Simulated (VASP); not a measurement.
# Mg2S3O2 (I4/mmm) in VASP: single point with PBE

Aim: the single point of Mg2S3O2 with PBE.

Program: VASP 6.6.1. These are calculated values, not measurements. Logs are shortened: lines on timing, memory, paths and dates and some standing lists are left out, and cuts for length are marked.

**1. The cell of the first run**

It takes space group I4/mmm (No. 139, tetragonal). The conventional cell has a = 5.388 Å, b = 5.388 Å, c = 8.623 Å, α = 90.00°, β = 90.00°, γ = 90.00°. Within 4.0 Å of Mg (site symmetry mmm) lie 10 S at 2.69 to 3.96 Å and 8 O at 3.23 to 3.69 Å and 4 Mg at 3.81 Å. Within 1.5 Å of S (site symmetry 4mm) lie 1 O at 1.12 Å. S (site symmetry 4/mmm) has 2 O at 1.78 Å within 2.4 Å. O (site symmetry 4mm) has 1 S at 1.12 Å within 1.5 Å.

The cell was generated, and may not be a known phase.

**2. Single point, PBE**

The input, INCAR:

```
SYSTEM = Mg2S3O2
  ALGO = Normal
  EDIFF = 1E-6
  ENCUT = 840
  GGA = PE
  GGA_COMPAT = .False.
  ISIF = 2
  ISMEAR = 0
  LASPH = .True.
  LCHARG = .False.
  LREAL = .False.
  LWAVE = .False.
  NBANDS = 34
  NELM = 120
  PREC = Accurate
  SIGMA = 0.1
```

The input, KPOINTS:

```
k-points
0
Gamma
  4 4 4
  0 0 0
```

The input, POSCAR:

```
Mg2S3O2
1.0
   -2.6938907000      2.6938907000      4.3112587300
    2.6938907000     -2.6938907000      4.3112587300
    2.6938907000      2.6938907000     -4.3112587300
Mg S O
2 3 2
Direct
    0.5000000000      0.0000000000      0.5000000000
    0.0000000000      0.5000000000      0.5000000000
    0.6626232900      0.6626232900      0.0000000000
    0.3373767100      0.3373767100      0.0000000000
    0.0000000000      0.0000000000      0.0000000000
    0.2070128000      0.2070128000      0.0000000000
    0.7929872000      0.7929872000      0.0000000000
```

Potentials or basis: VASP PAW PBE potentials, release 64 (Mg_sv, S, O).

Started as:

```console
> cat potpaw_PBE.64/Mg_sv/POTCAR potpaw_PBE.64/S/POTCAR potpaw_PBE.64/O/POTCAR > POTCAR
> mpirun -np 1 vasp_std > vasp.out
```

OUTCAR:

```text
SYSTEM = Mg2S3O2
   EDIFF = 1E-6
   ENCUT = 840
   GGA = PE
   ISIF = 2
   ISMEAR = 0
   LASPH = .True.
   LREAL = .False.
   NELM = 120
   PREC = Accurate

 ion  position               nearest neighbor table
   1  0.500  0.000  0.500-
   2  0.000  0.500  0.500-
   3  0.663  0.663  0.000-   7 1.12
   4  0.337  0.337  0.000-   6 1.12
   5  0.000  0.000  0.000-   6 1.78   7 1.78
   6  0.207  0.207  0.000-   4 1.12   5 1.78
   7  0.793  0.793  0.000-   3 1.12   5 1.78

 -----------------------------------------------------------------------------
|                                                                             |
|           W    W    AA    RRRRR   N    N  II  N    N   GGGG   !!!           |
|           W    W   A  A   R    R  NN   N  II  NN   N  G    G  !!!           |
|           W    W  A    A  R    R  N N  N  II  N N  N  G       !!!           |
|           W WW W  AAAAAA  RRRRR   N  N N  II  N  N N  G  GGG   !            |
|           WW  WW  A    A  R   R   N   NN  II  N   NN  G    G                |
|           W    W  A    A  R    R  N    N  II  N    N   GGGG   !!!           |
|                                                                             |
|     The distance between some ions is very small. Please check the          |
|     nearest-neighbor list in the OUTCAR file.                               |
|     I HOPE YOU KNOW WHAT YOU ARE DOING!                                     |
|                                                                             |
 -----------------------------------------------------------------------------

  LATTYP: Found a body centered tetragonal cell.
 ALAT       =     5.3877814000
 C/A-ratio  =     1.6003836867

  Lattice vectors:

 A1 = (  -2.6938907000,   2.6938907000,   4.3112587300)
 A2 = (   2.6938907000,  -2.6938907000,   4.3112587300)
 A3 = (   2.6938907000,   2.6938907000,  -4.3112587300)

Analysis of symmetry for initial positions (statically):
=====================================================================
 Subroutine PRICEL returns:
 Original cell was already a primitive cell.

 Routine SETGRP: Setting up the symmetry group for a
 body centered tetragonal supercell.

 Subroutine GETGRP returns: Found 16 space group operations
 (whereof 16 operations were pure point group operations)
 out of a pool of 16 trial point group operations.

The static configuration has the point symmetry D_4h.

Analysis of symmetry for dynamics (positions and initial velocities):
=====================================================================
 Subroutine PRICEL returns:
 Original cell was already a primitive cell.

 Routine SETGRP: Setting up the symmetry group for a
 body centered tetragonal supercell.

 Subroutine GETGRP returns: Found 16 space group operations
 (whereof 16 operations were pure point group operations)
 out of a pool of 16 trial point group operations.

The dynamic configuration has the point symmetry D_4h.

 Subroutine INISYM returns: Found 16 space group operations
 (whereof 16 operations are pure point group operations),
 and found     1 'primitive' translations

----------------------------------------------------------------------------------------

                                     Primitive cell

  volume of cell :     125.1480

  direct lattice vectors                    reciprocal lattice vectors
    -2.693890700  2.693890700  4.311258730     0.000000000  0.185605155  0.115975410
     2.693890700 -2.693890700  4.311258730     0.185605155  0.000000000  0.115975410
     2.693890700  2.693890700 -4.311258730     0.185605155  0.185605155  0.000000000

  length of vectors
     5.753350854  5.753350854  5.753350854     0.218859702  0.218859702  0.262485327

  position of ions in fractional coordinates (direct lattice)
     0.500000000  0.000000000  0.500000000
     0.000000000  0.500000000  0.500000000
     0.662623290  0.662623290  0.000000000
     0.337376710  0.337376710  0.000000000
     0.000000000  0.000000000  0.000000000
     0.207012800  0.207012800  0.000000000
     0.792987200  0.792987200  0.000000000

  ion indices of the primitive-cell ions
   primitive index   ion index
                 1           1
                 2           2
                 3           3
                 4           4
                 5           5
                 6           6
                 7           7

----------------------------------------------------------------------------------------

 KPOINTS: k-points

Automatic generation of k-mesh.
 Grid dimensions read from file:
 generate k-points for:    4    4    4

 Generating k-lattice:

  Cartesian coordinates                     Fractional coordinates (reciprocal lattice)
     0.000000000  0.046401289  0.028993853     0.250000000  0.000000000  0.000000000
     0.046401289  0.000000000  0.028993853     0.000000000  0.250000000  0.000000000
     0.046401289  0.046401289  0.000000000     0.000000000  0.000000000  0.250000000

  Length of vectors
     0.054714926  0.054714926  0.065621332

  Shift w.r.t. Gamma in fractional coordinates (k-lattice)
     0.000000000  0.000000000  0.000000000

 Subroutine IBZKPT returns following result:
 ===========================================

 Found     13 irreducible k-points:

 Following reciprocal coordinates:
            Coordinates               Weight
  0.000000  0.000000  0.000000      1.000000
  0.250000  0.000000  0.000000      8.000000
  0.500000  0.000000  0.000000      4.000000
  0.250000  0.250000  0.000000      8.000000
  0.500000  0.250000 -0.000000     16.000000
 -0.250000  0.250000  0.000000      4.000000
  0.500000  0.500000  0.000000      2.000000
  0.250000  0.250000  0.250000      2.000000
 -0.250000  0.250000  0.250000      4.000000
  0.500000  0.500000  0.250000      4.000000
 -0.250000  0.500000  0.250000      8.000000
 -0.250000 -0.250000  0.250000      2.000000
  0.500000  0.500000  0.500000      1.000000
   k-points           NKPTS =     13   k-points in BZ     NKDIM =     13   number of bands    NBANDS=     34
   number of dos      NEDOS =    301   number of ions     NIONS =      7
   total plane-waves  NPLWV = 157464
   dimension x,y,z NGX =    54 NGY =   54 NGZ =   54
   dimension x,y,z NGXF=   108 NGYF=  108 NGZF=  108
   ions per type =               2   3   2
   NGX,Y,Z   is equivalent  to a cutoff of  15.60, 15.60, 15.60 a.u.
   NGXF,Y,Z  is equivalent  to a cutoff of  31.21, 31.21, 31.21 a.u.
 SYSTEM =  Mg2S3O2
   PREC   = accura    normal or accurate (medium, high low for compatibility)
   ISTART =      0    job   : 0-new  1-cont  2-samecut
   ICHARG =      2    charge: 1-file 2-atom 10-const
   ISPIN  =      1    spin polarized calculation?
   LNONCOLLINEAR =      F non collinear calculations
   LSORBIT =      F    spin-orbit coupling
   LASPH  =      T    aspherical Exc in radial PAW
   ENCUT  =  840.0 eV  61.74 Ry    7.86 a.u.  13.60 13.60 13.60*2*pi/ulx,y,z
   NELM   =    120;   NELMIN=  2; NELMDL= -5     # of ELM steps
   EDIFF  = 0.1E-05   stopping-criterion for ELM
   LREAL  =      F    real-space projection
   EDIFFG = 0.1E-04   stopping-criterion for IOM
   NSW    =      0    number of steps for IOM
   IBRION =     -1    ionic relax: 0-MD 1-quasi-New 2-CG
   NFREE  =      0    steps in history (QN), initial steepest desc. (CG)
   ISIF   =      2    stress and relaxation
   ISYM   =      2    0-nonsym 1-usesym 2-fastsym
   POTIM  = 0.5000    time-step for ionic-motion
   TEBEG  =    0.0;   TEEND  =   0.0 temperature during run
   PSTRESS=    0.0 pullay stress
   NELECT =      50.0000    total number of electrons
   NUPDOWN=      -1.0000    fix difference up-down
   EMIN   =  10.00;   EMAX   =-10.00  energy-range for DOS
   EFERMI =   0.00;   METHOD = LEGACY
   ISMEAR =     0;   SIGMA  =   0.10  broadening in eV -4-tet -1-fermi 0-gaus
   EFERMI_NEDOS =   21; number of points for ismear=-14 and -15
   IALGO  =     38    algorithm
   IMIX   =      4    mixing-type and parameters
     AMIX     =   0.40;   BMIX     =  1.00
     AMIX_MAG =   1.60;   BMIX_MAG =  1.00
  volume/ion in A,a.u.               =      17.88       120.65
  Fermi-wavevector in a.u.,A,eV,Ry     =   1.205749  2.278535 19.780559  1.453830
  Thomas-Fermi vector in A             =   2.341436
   LORBIT       =      0    0 simple, 1 ext, 2 COOP (PROOUT), +10 PAW based schemes
   GGA     = PE    functional components
   LHFCALC =     F    Hartree Fock is set to
   AEXX    =    0.0000 exact exchange contribution
   IVDW    =     0    specifies the selected vdW correction
   LEPSILON=     F    determine dielectric tensor
   LRPA    =     F    only Hartree local field effects (RPA)
 non-spin polarized calculation
 Gauss-broadening in eV      SIGMA  =   0.10
  energy-cutoff  :      840.00
  volume of cell :      125.15
 maximum number of plane-waves:      6953
   NGX = 27   NGY = 27   NGZ = 27

 number of electron      50.0000014 magnetization

 Free energy of the ion-electron system (eV)
  ---------------------------------------------------
  ext. energy  EPLUGINS =         0.00000000
  ---------------------------------------------------
  free energy    TOTEN  =        -9.33363250 eV

  energy without entropy =       -9.31492291  energy(sigma->0) =       -9.32427770

 E-fermi :   4.7866     XC(G=0):  -9.1061

 val. band max:        4.7809393776   @ k =   0.2500   0.0000   0.0000
 cond. band min:       4.8480452932   @ k =   0.5000   0.0000   0.0000
 fundamental gap:      0.0671059156
 Fermi energy:         4.7866259577

 k-point     1 :       0.0000    0.0000    0.0000
  band No.  band energies     occupation
      1     -72.1715      2.00000
      2     -72.1714      2.00000
      3     -38.9470      2.00000
      4     -38.9470      2.00000
      5     -38.9428      2.00000
      6     -38.9428      2.00000
[... 26 lines left out ...]
     33      10.3939      0.00000
     34      10.5594      0.00000
[... 413 lines left out ...]
      4     -38.9469      2.00000
      5     -38.9430      2.00000
      6     -38.9424      2.00000
[... 26 lines left out ...]
     33      10.3116      0.00000
     34      11.6750      0.00000

------------------------ aborting loop because EDIFF is reached ----------------------------------------

  FORCE on cell =-STRESS in cart. coord.  units (eV):
  Direction    XX          YY          ZZ          XY          YZ          ZX
  --------------------------------------------------------------------------------------
  -------------------------------------------------------------------------------------
  Total       -4.4363082     -4.4363082    142.0577885      0.0000000     -0.0000000      0.0000000
  in kB      -56.7947608    -56.7947608   1818.6604050      0.0000000     -0.0000000      0.0000000
  external PRESSURE =     568.3569611 kB  Pullay stress =       0.0000000 kB

 VOLUME and BASIS-vectors are now :
 -----------------------------------------------------------------------------
  energy-cutoff  :      840.00
  volume of cell :      125.15
      direct lattice vectors                 reciprocal lattice vectors
    -2.693890700  2.693890700  4.311258730     0.000000000  0.185605155  0.115975410
     2.693890700 -2.693890700  4.311258730     0.185605155  0.000000000  0.115975410
     2.693890700  2.693890700 -4.311258730     0.185605155  0.185605155  0.000000000

 POSITION                                       TOTAL-FORCE (eV/Angst)
 -----------------------------------------------------------------------------------
      0.00000      2.69389      0.00000        -0.000000     -0.000000      0.000000
      2.69389      0.00000      0.00000        -0.000000     -0.000000      0.000000
      0.00000      0.00000      5.71348        -0.000000     -0.000000    -58.804647
      0.00000      0.00000      2.90904        -0.000000     -0.000000     58.804647
      0.00000      0.00000      0.00000        -0.000000     -0.000000      0.000000
      0.00000      0.00000      1.78497         0.000000      0.000000    -57.269065
      0.00000      0.00000      6.83755         0.000000      0.000000     57.269065
 -----------------------------------------------------------------------------------
    total drift:                                0.000000      0.000000     -0.000000

  FREE ENERGIE OF THE ION-ELECTRON SYSTEM (eV)
  ---------------------------------------------------
  free  energy   TOTEN  =        -9.3336324998 eV

  energy  without entropy=       -9.3149229089  energy(sigma->0) =       -9.32427770
```

Wall time 92 s (1 thread of AMD EPYC 9R45 (Zen 5), shared host); peak memory 0.41 GiB.

What came out:

- Free energy: -9.3336 eV
- Pressure: 56.8 GPa
- Largest force: 58.805 eV/Å
- Band gap on the k mesh: zero (bands 25 and 26 overlap by 0.63 eV)

Forces in eV/Å, atoms in the order of the input:
```
Mg    0.000   0.000   0.000
Mg    0.000   0.000   0.000
S     0.000   0.000 -58.805
S     0.000   0.000  58.805
S     0.000   0.000   0.000
O     0.000   0.000 -57.269
O     0.000   0.000  57.269
```

Levels at points of the mesh, in eV from the Fermi level:
```csv
k point,band 23,band 24,band 25,band 26,band 27,band 28
"(0.00, 0.00, 0.00)",-1.05,-1.05,-0.15,-0.15,0.35,1.11
"(0.50, 0.00, 0.00)",-2.28,-0.96,0.06,1.18,1.57,2.56
"(0.50, 0.50, 0.00)",-0.95,-0.94,-0.72,1.62,2.89,3.02
"(0.50, 0.50, 0.50)",-1.96,-1.25,-0.57,-0.57,0.39,0.50
```

Caveat: atoms lie so close that the PAW spheres overlap strongly, which falsifies energies and pressures; the stress differs along the axes, from -6 to 182 GPa; semilocal functionals underestimate gaps, and a narrow one can read as zero; forces of over 1 eV/Å act on the atoms, so gaps and moduli don't describe the material at rest.

The gap in the log of VASP goes by the Fermi energy; the results here count the filled bands.